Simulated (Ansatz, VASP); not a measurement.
**Sn: VASP beside Ansatz**

```
Sn
1.0
    -2.76441    2.76441    1.66633
     2.76441   -2.76441    1.66633
     2.76441    2.76441   -1.66633
Sn
2
Direct
  0.75000 0.25000 0.50000
  0.00000 0.00000 0.00000
```

Change from the starting cell: strain -0.050 along x and y, +0.050 along z, atoms carried along.

Alike in both runs: task single point; functional PBEsol; k mesh 22 × 22 × 22; occupations gaussian, width 0.15 eV; no spin polarisation.

```csv
,VASP,Ansatz
version,VASP 6.6.1,Ansatz 0.2.0
potentials or method,"VASP PAW PBE potentials, release 64 (Sn_d), cutoff 520 eV","scalar-relativistic, plane waves, PAW"
valence electrons in the cell,28,28
```

Ansatz gave:

| Property | Result |
| --- | --- |
| gap on the k mesh at the Fermi level (eV) | none |
| pressure (GPa) | 4.5 |
| traceless stress, the component that is largest in VASP (GPa) | -4.86 |

Problem. Estimate VASP's values.

Solution. gap on the k mesh at the Fermi level (eV): none; pressure (GPa): 4.4; traceless stress, the component that is largest in VASP (GPa): -4.84.

VASP's potentials were made for PBE, not for PBEsol. A gap of «none» marks a metal or a gap that the smearing closes.
